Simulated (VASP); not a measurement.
# BaTiO3 in VASP: further runs

BaTiO3 is run at these levels: PBE, r2SCAN; tasks: single point.

Everything below comes from runs of VASP 6.6.1. Logs are shortened: lines on timing, memory, paths and dates and some standing lists are left out, and cuts for length are marked.

### 1 The cell of the first run

Symmetry: Pm-3m, No. 221, cubic system. Conventional cell: a = 3.994 Å, b = 3.994 Å, c = 3.994 Å, α = 90.00°, β = 90.00°, γ = 90.00°. Ba (site symmetry m-3m) has 12 O at 2.82 Å and 8 Ti at 3.46 Å within 3.7 Å. Within 2.6 Å of Ti (site symmetry m-3m) lie 6 O at 2.00 Å. O (site symmetry 4/mmm) has 2 Ti at 2.00 Å within 2.6 Å.

### 2 Single point, PBE

File INCAR:

```
SYSTEM = BaTiO3
  PREC = Accurate
  ENCUT = 520
  EDIFF = 1E-6
  ISMEAR = -1
  SIGMA = 0.02
  LREAL = .False.
  LASPH = .True.
  NELM = 80
  ALGO = Normal
  ISIF = 2
  LWAVE = .False.
  LCHARG = .False.
  GGA = PE
  NBANDS = 28
```

File KPOINTS:

```
Automatic mesh
0
Gamma
  6 6 6
  0 0 0
```

File POSCAR:

```
BaTiO3
1.0
    3.9940959546      0.0000000000      0.0000000000
    0.0000000000      3.9940959546      0.0000000000
    0.0000000000      0.0000000000      3.9940959546
Ba Ti O
1 1 3
Direct
    0.5000000000      0.5000000000      0.5000000000
    0.0000000000      0.0000000000      0.0000000000
    0.5000000000      0.0000000000      0.0000000000
    0.0000000000      0.5000000000      0.0000000000
    0.0000000000      0.0000000000      0.5000000000
```

Potentials or basis: VASP PAW PBE potentials, release 64 (Ba_sv, Ti_sv, O).

Started as:

```console
> cat potpaw_PBE.64/Ba_sv/POTCAR potpaw_PBE.64/Ti_sv/POTCAR potpaw_PBE.64/O/POTCAR > POTCAR
> mpirun -np 1 vasp_std > vasp.out
```

OUTCAR:

```text
SYSTEM = BaTiO3
   PREC = Accurate
   ENCUT = 520
   EDIFF = 1E-6
   ISMEAR = -1
   LREAL = .False.
   LASPH = .True.
   NELM = 80
   ISIF = 2
   GGA = PE

 ion  position               nearest neighbor table
   1  0.500  0.500  0.500-   3 2.82   4 2.82   5 2.82   3 2.82   4 2.82   3 2.82   5 2.82   3 2.82
                             4 2.82   5 2.82   4 2.82   5 2.82   2 3.46   2 3.46   2 3.46   2 3.46
   2  0.000  0.000  0.000-   3 2.00   4 2.00   5 2.00   5 2.00   4 2.00   3 2.00   1 3.46   1 3.46
                             1 3.46   1 3.46   1 3.46   1 3.46   1 3.46   1 3.46
   3  0.500  0.000  0.000-   2 2.00   2 2.00   1 2.82   1 2.82   1 2.82   1 2.82
   4  0.000  0.500  0.000-   2 2.00   2 2.00   1 2.82   1 2.82   1 2.82   1 2.82
   5  0.000  0.000  0.500-   2 2.00   2 2.00   1 2.82   1 2.82   1 2.82   1 2.82

  LATTYP: Found a simple cubic cell.
 ALAT       =     3.9940959546

  Lattice vectors:

 A1 = (   3.9940959546,   0.0000000000,   0.0000000000)
 A2 = (   0.0000000000,   3.9940959546,   0.0000000000)
 A3 = (   0.0000000000,   0.0000000000,   3.9940959546)

Analysis of symmetry for initial positions (statically):
=====================================================================
 Subroutine PRICEL returns:
 Original cell was already a primitive cell.

 Routine SETGRP: Setting up the symmetry group for a
 simple cubic supercell.

 Subroutine GETGRP returns: Found 48 space group operations
 (whereof 48 operations were pure point group operations)
 out of a pool of 48 trial point group operations.

The static configuration has the point symmetry O_h .

Analysis of symmetry for dynamics (positions and initial velocities):
=====================================================================
 Subroutine PRICEL returns:
 Original cell was already a primitive cell.

 Routine SETGRP: Setting up the symmetry group for a
 simple cubic supercell.

 Subroutine GETGRP returns: Found 48 space group operations
 (whereof 48 operations were pure point group operations)
 out of a pool of 48 trial point group operations.

The dynamic configuration has the point symmetry O_h .

 Subroutine INISYM returns: Found 48 space group operations
 (whereof 48 operations are pure point group operations),
 and found     1 'primitive' translations

----------------------------------------------------------------------------------------

                                     Primitive cell

  volume of cell :      63.7170

  direct lattice vectors                    reciprocal lattice vectors
     3.994095955  0.000000000  0.000000000     0.250369548  0.000000000  0.000000000
     0.000000000  3.994095955  0.000000000     0.000000000  0.250369548  0.000000000
     0.000000000  0.000000000  3.994095955     0.000000000  0.000000000  0.250369548

  length of vectors
     3.994095955  3.994095955  3.994095955     0.250369548  0.250369548  0.250369548

  position of ions in fractional coordinates (direct lattice)
     0.500000000  0.500000000  0.500000000
     0.000000000  0.000000000  0.000000000
     0.500000000  0.000000000  0.000000000
     0.000000000  0.500000000  0.000000000
     0.000000000  0.000000000  0.500000000

  ion indices of the primitive-cell ions
   primitive index   ion index
                 1           1
                 2           2
                 3           3
                 4           4
                 5           5

----------------------------------------------------------------------------------------

 KPOINTS: Automatic mesh

Automatic generation of k-mesh.
 Grid dimensions read from file:
 generate k-points for:    6    6    6

 Generating k-lattice:

  Cartesian coordinates                     Fractional coordinates (reciprocal lattice)
     0.041728258  0.000000000  0.000000000     0.166666667  0.000000000  0.000000000
     0.000000000  0.041728258  0.000000000     0.000000000  0.166666667  0.000000000
     0.000000000  0.000000000  0.041728258     0.000000000  0.000000000  0.166666667

  Length of vectors
     0.041728258  0.041728258  0.041728258

  Shift w.r.t. Gamma in fractional coordinates (k-lattice)
     0.000000000  0.000000000  0.000000000

 Subroutine IBZKPT returns following result:
 ===========================================

 Found     20 irreducible k-points:

 Following reciprocal coordinates:
            Coordinates               Weight
  0.000000  0.000000  0.000000      1.000000
  0.166667  0.000000  0.000000      6.000000
  0.333333  0.000000  0.000000      6.000000
  0.500000  0.000000  0.000000      3.000000
  0.166667  0.166667  0.000000     12.000000
  0.333333  0.166667  0.000000     24.000000
[... 12 lines left out ...]
  0.500000  0.500000  0.333333      6.000000
  0.500000  0.500000  0.500000      1.000000
   k-points           NKPTS =     20   k-points in BZ     NKDIM =     20   number of bands    NBANDS=     28
   number of dos      NEDOS =    301   number of ions     NIONS =      5
   total plane-waves  NPLWV =  27000
   dimension x,y,z NGX =    30 NGY =   30 NGZ =   30
   dimension x,y,z NGXF=    60 NGYF=   60 NGZF=   60
   ions per type =               1   1   3
   NGX,Y,Z   is equivalent  to a cutoff of  12.49, 12.49, 12.49 a.u.
   NGXF,Y,Z  is equivalent  to a cutoff of  24.97, 24.97, 24.97 a.u.
 SYSTEM =  BaTiO3
   PREC   = accura    normal or accurate (medium, high low for compatibility)
   ISTART =      0    job   : 0-new  1-cont  2-samecut
   ICHARG =      2    charge: 1-file 2-atom 10-const
   ISPIN  =      1    spin polarized calculation?
   LNONCOLLINEAR =      F non collinear calculations
   LSORBIT =      F    spin-orbit coupling
   LASPH  =      T    aspherical Exc in radial PAW
   ENCUT  =  520.0 eV  38.22 Ry    6.18 a.u.   7.43  7.43  7.43*2*pi/ulx,y,z
   NELM   =     80;   NELMIN=  2; NELMDL= -5     # of ELM steps
   EDIFF  = 0.1E-05   stopping-criterion for ELM
   LREAL  =      F    real-space projection
   EDIFFG = 0.1E-04   stopping-criterion for IOM
   NSW    =      0    number of steps for IOM
   IBRION =     -1    ionic relax: 0-MD 1-quasi-New 2-CG
   NFREE  =      0    steps in history (QN), initial steepest desc. (CG)
   ISIF   =      2    stress and relaxation
   ISYM   =      2    0-nonsym 1-usesym 2-fastsym
   POTIM  = 0.5000    time-step for ionic-motion
   TEBEG  =    0.0;   TEEND  =   0.0 temperature during run
   PSTRESS=    0.0 pullay stress
   NELECT =      40.0000    total number of electrons
   NUPDOWN=      -1.0000    fix difference up-down
   EMIN   =  10.00;   EMAX   =-10.00  energy-range for DOS
   EFERMI =   0.00;   METHOD = LEGACY
   ISMEAR =    -1;   SIGMA  =   0.02  broadening in eV -4-tet -1-fermi 0-gaus
   EFERMI_NEDOS =   21; number of points for ismear=-14 and -15
   IALGO  =     38    algorithm
   IMIX   =      4    mixing-type and parameters
     AMIX     =   0.40;   BMIX     =  1.00
     AMIX_MAG =   1.60;   BMIX_MAG =  1.00
  volume/ion in A,a.u.               =      12.74        86.00
  Fermi-wavevector in a.u.,A,eV,Ry     =   1.401769  2.648959 26.734839  1.964955
  Thomas-Fermi vector in A             =   2.524597
   LORBIT       =      0    0 simple, 1 ext, 2 COOP (PROOUT), +10 PAW based schemes
   GGA     = PE    functional components
   LHFCALC =     F    Hartree Fock is set to
   AEXX    =    0.0000 exact exchange contribution
   IVDW    =     0    specifies the selected vdW correction
   LEPSILON=     F    determine dielectric tensor
   LRPA    =     F    only Hartree local field effects (RPA)
 non-spin polarized calculation
  energy-cutoff  :      520.00
  volume of cell :       63.72
 maximum number of plane-waves:      1743
 NGX is ok and might be reduce to    30
   NGX = 15   NGY = 15   NGZ = 15

 number of electron      39.9999976 magnetization

 Free energy of the ion-electron system (eV)
  ---------------------------------------------------
  ext. energy  EPLUGINS =         0.00000000
  ---------------------------------------------------
  free energy    TOTEN  =       -39.95441206 eV

  energy without entropy =      -39.95441206  energy(sigma->0) =      -39.95441206

 E-fermi :   4.4613     XC(G=0): -11.2935

 val. band max:        3.8831666926   @ k =   0.5000   0.5000   0.5000
 cond. band min:       5.6409703515   @ k =   0.0000   0.0000   0.0000
 fundamental gap:      1.7578036589
 Fermi energy:         4.4613259441

 k-point     1 :       0.0000    0.0000    0.0000
  band No.  band energies     occupation
      1     -52.7276      2.00000
      2     -28.9420      2.00000
      3     -28.9420      2.00000
      4     -28.9420      2.00000
      5     -20.9163      2.00000
      6     -13.0247      2.00000
[... 20 lines left out ...]
     27       8.9401      0.00000
     28      11.3359      0.00000

 k-point     2 :       0.1667    0.0000    0.0000
  band No.  band energies     occupation
      1     -52.7273      2.00000
      2     -28.9556      2.00000
      3     -28.9415      2.00000
      4     -28.9415      2.00000
      5     -20.8859      2.00000
      6     -13.0474      2.00000
[... 20 lines left out ...]
     27       9.4802      0.00000
     28      11.9933      0.00000

 k-point     3 :       0.3333    0.0000    0.0000
  band No.  band energies     occupation
      1     -52.7268      2.00000
      2     -28.9826      2.00000
      3     -28.9405      2.00000
      4     -28.9405      2.00000
      5     -20.8240      2.00000
      6     -13.1776      2.00000
[... 20 lines left out ...]
     27      10.7389      0.00000
     28      12.1960      0.00000

 k-point     4 :       0.5000    0.0000    0.0000
  band No.  band energies     occupation
      1     -52.7265      2.00000
      2     -28.9959      2.00000
      3     -28.9399      2.00000
      4     -28.9399      2.00000
      5     -20.7923      2.00000
      6     -13.2642      2.00000
[... 20 lines left out ...]
     27      11.5175      0.00000
     28      12.1071      0.00000

 k-point     5 :       0.1667    0.1667    0.0000
  band No.  band energies     occupation
      1     -52.7271      2.00000
      2     -28.9553      2.00000
      3     -28.9547      2.00000
      4     -28.9410      2.00000
      5     -20.8582      2.00000
      6     -13.0259      2.00000
[... 20 lines left out ...]
     27      10.0022      0.00000
     28      12.2039      0.00000

 k-point     6 :       0.3333    0.1667    0.0000
  band No.  band energies     occupation
      1     -52.7265      2.00000
      2     -28.9818      2.00000
      3     -28.9538      2.00000
      4     -28.9400      2.00000
      5     -20.8017      2.00000
      6     -13.0775      2.00000
[... 339 lines left out ...]
      5     -20.6995      2.00000
      6     -12.5415      2.00000
[... 20 lines left out ...]
     27      11.7486      0.00000
     28      11.7486      0.00000

 k-point    18 :       0.5000    0.3333    0.3333
  band No.  band energies     occupation
      1     -52.7250      2.00000
      2     -28.9913      2.00000
      3     -28.9778      2.00000
      4     -28.9775      2.00000
      5     -20.6802      2.00000
      6     -12.4348      2.00000
[... 20 lines left out ...]
     27      11.6135      0.00000
     28      11.6722      0.00000

 k-point    19 :       0.5000    0.5000    0.3333
  band No.  band energies     occupation
      1     -52.7247      2.00000
      2     -28.9905      2.00000
      3     -28.9905      2.00000
      4     -28.9770      2.00000
      5     -20.6622      2.00000
      6     -12.2561      2.00000
[... 20 lines left out ...]
     27      11.2938      0.00000
     28      11.6222      0.00000

 k-point    20 :       0.5000    0.5000    0.5000
  band No.  band energies     occupation
      1     -52.7245      2.00000
      2     -28.9899      2.00000
      3     -28.9899      2.00000
      4     -28.9899      2.00000
      5     -20.6449      2.00000
      6     -12.1063      2.00000
[... 20 lines left out ...]
     27      11.6224      0.00000
     28      11.6224      0.00000

------------------------ aborting loop because EDIFF is reached ----------------------------------------

  FORCE on cell =-STRESS in cart. coord.  units (eV):
  Direction    XX          YY          ZZ          XY          YZ          ZX
  --------------------------------------------------------------------------------------
  -------------------------------------------------------------------------------------
  Total        1.9897698      1.9897698      1.9897698     -0.0000000      0.0000000      0.0000000
  in kB       50.0331612     50.0331612     50.0331612     -0.0000000      0.0000000      0.0000000
  external PRESSURE =      50.0331612 kB  Pullay stress =       0.0000000 kB

 VOLUME and BASIS-vectors are now :
 -----------------------------------------------------------------------------
  energy-cutoff  :      520.00
  volume of cell :       63.72
      direct lattice vectors                 reciprocal lattice vectors
     3.994095955  0.000000000  0.000000000     0.250369548  0.000000000  0.000000000
     0.000000000  3.994095955  0.000000000     0.000000000  0.250369548  0.000000000
     0.000000000  0.000000000  3.994095955     0.000000000  0.000000000  0.250369548

 POSITION                                       TOTAL-FORCE (eV/Angst)
 -----------------------------------------------------------------------------------
      1.99705      1.99705      1.99705         0.000000      0.000000      0.000000
      0.00000      0.00000      0.00000         0.000000      0.000000      0.000000
      1.99705      0.00000      0.00000         0.000000      0.000000      0.000000
      0.00000      1.99705      0.00000         0.000000      0.000000      0.000000
      0.00000      0.00000      1.99705         0.000000      0.000000      0.000000
 -----------------------------------------------------------------------------------
    total drift:                                0.000000     -0.000000      0.000000

  FREE ENERGIE OF THE ION-ELECTRON SYSTEM (eV)
  ---------------------------------------------------
  free  energy   TOTEN  =       -39.9544120624 eV

  energy  without entropy=      -39.9544120624  energy(sigma->0) =      -39.95441206
```

Wall time 16 s (1 thread of Intel Xeon 6975P-C (Granite Rapids), shared host); peak memory 0.18 GiB.

Results:

| Item | Value |
| --- | --- |
| Free energy | -39.9544 eV |
| Pressure | 5.0 GPa |
| Band gap on the k mesh | 1.76 eV, indirect (least direct gap 1.90 eV) |

Caveat: spin-orbit coupling is left out, which moves the levels of the heavy elements. As with any semilocal functional, this PBE gap is likely too small.

### 3 Single point, r2SCAN

POSCAR is that of step 2.

File INCAR.step1:

```
ALGO     = Normal         # electronic algorithm
EDIFF    = 1E-4           # SCF threshold, eV
ENCUT    = 520            # plane-wave cutoff, eV
GGA      = PE             # functional
ISMEAR   = 0              # smearing method
LASPH    = True           # aspherical terms in the spheres
LCHARG   = False          # write CHGCAR
LREAL    = False          # projectors in reciprocal space
LWAVE    = True           # write WAVECAR
NBANDS   = 28             # bands
NELM     = 80             # most SCF steps
PREC     = Accurate       # precision mode
SIGMA    = 0.01           # smearing width, eV
```

File INCAR.step2:

```
ALGO     = Normal         # electronic algorithm
EDIFF    = 1E-7           # SCF threshold, eV
ENCUT    = 520            # plane-wave cutoff, eV
ISIF     = 2              # what is computed and relaxed
ISMEAR   = 0              # smearing method
ISTART   = 1            
LASPH    = True           # aspherical terms in the spheres
LCHARG   = True           # write CHGCAR
LELF     = True           # ELF
LMIXTAU  = True         
LREAL    = False          # projectors in reciprocal space
LVHAR    = True         
LWAVE    = False          # write WAVECAR
METAGGA  = R2SCAN         # meta-GGA
NBANDS   = 28             # bands
NELM     = 80             # most SCF steps
PREC     = Accurate       # precision mode
SIGMA    = 0.01           # smearing width, eV
```

File KPOINTS:

```
k-points
0
Gamma
  6 6 6
```

Potentials or basis: VASP PAW PBE potentials, release 64 (Ba_sv, Ti_sv, O).

Started as:

```console
> cat potpaw_PBE.64/Ba_sv/POTCAR potpaw_PBE.64/Ti_sv/POTCAR potpaw_PBE.64/O/POTCAR > POTCAR
> cp INCAR.step1 INCAR
> mpirun -np 1 vasp_std > vasp.out
> cp INCAR.step2 INCAR
> mpirun -np 1 vasp_std > vasp.out
```

OUTCAR:

```text
EDIFF = 1E-7
   ENCUT = 520
   ISIF = 2
   ISMEAR = 0
   ISTART = 1
   LASPH = True
   LREAL = False
   METAGGA = R2SCAN
   NELM = 80
   PREC = Accurate

 ion  position               nearest neighbor table
   1  0.500  0.500  0.500-   3 2.82   4 2.82   5 2.82   3 2.82   4 2.82   3 2.82   5 2.82   3 2.82
                             4 2.82   5 2.82   4 2.82   5 2.82   2 3.46   2 3.46   2 3.46   2 3.46
   2  0.000  0.000  0.000-   3 2.00   4 2.00   5 2.00   5 2.00   4 2.00   3 2.00   1 3.46   1 3.46
[... 822 lines left out ...]
  -------------------------------------------------------------------------------------
  Total        0.7925535      0.7925535      0.7925535      0.0000000      0.0000000      0.0000000
  in kB       19.9289163     19.9289163     19.9289163      0.0000000      0.0000000      0.0000000
  external PRESSURE =      19.9289163 kB  Pullay stress =       0.0000000 kB

 VOLUME and BASIS-vectors are now :
 -----------------------------------------------------------------------------
  energy-cutoff  :      520.00
  volume of cell :       63.72
      direct lattice vectors                 reciprocal lattice vectors
     3.994095955  0.000000000  0.000000000     0.250369548  0.000000000  0.000000000
     0.000000000  3.994095955  0.000000000     0.000000000  0.250369548  0.000000000
     0.000000000  0.000000000  3.994095955     0.000000000  0.000000000  0.250369548

 POSITION                                       TOTAL-FORCE (eV/Angst)
 -----------------------------------------------------------------------------------
      1.99705      1.99705      1.99705         0.000000      0.000000      0.000000
      0.00000      0.00000      0.00000         0.000000      0.000000      0.000000
      1.99705      0.00000      0.00000         0.000000      0.000000      0.000000
      0.00000      1.99705      0.00000         0.000000      0.000000      0.000000
      0.00000      0.00000      1.99705         0.000000      0.000000      0.000000
 -----------------------------------------------------------------------------------
    total drift:                                0.000000     -0.000000      0.000000

  FREE ENERGIE OF THE ION-ELECTRON SYSTEM (eV)
  ---------------------------------------------------
  free  energy   TOTEN  =       -74.2298919836 eV

  energy  without entropy=      -74.2298919836  energy(sigma->0) =      -74.22989198
```

Wall time 84 s (1 thread of Intel Xeon 6975P-C (Granite Rapids), shared host); peak memory 0.19 GiB.

What came out:

```yaml
Free_energy: -74.2299 eV
Pressure: 2.0 GPa
Band_gap_on_the_k_mesh: 2.15 eV, indirect (least direct gap 2.30 eV)
```

Levels at points of the mesh, in eV from the valence-band top:
```tsv
k point	band 18	band 19	band 20	band 21	band 22	band 23
(0.00, 0.00, 0.00)	-0.15	-0.15	-0.15	2.15	2.15	2.15
(0.50, 0.00, 0.00)	-1.83	-0.75	-0.75	2.30	3.88	3.88
(0.50, 0.50, 0.00)	-0.88	-0.88	-0.09	3.89	3.89	4.34
(0.50, 0.50, 0.50)	0.00	0.00	0.00	4.58	4.58	4.58
```

Caveat: the PAW data sets were made with another functional, which shifts forces and pressure a little; spin-orbit coupling is left out, which moves the levels of the heavy elements.

(Continued in part 2 of 2.)
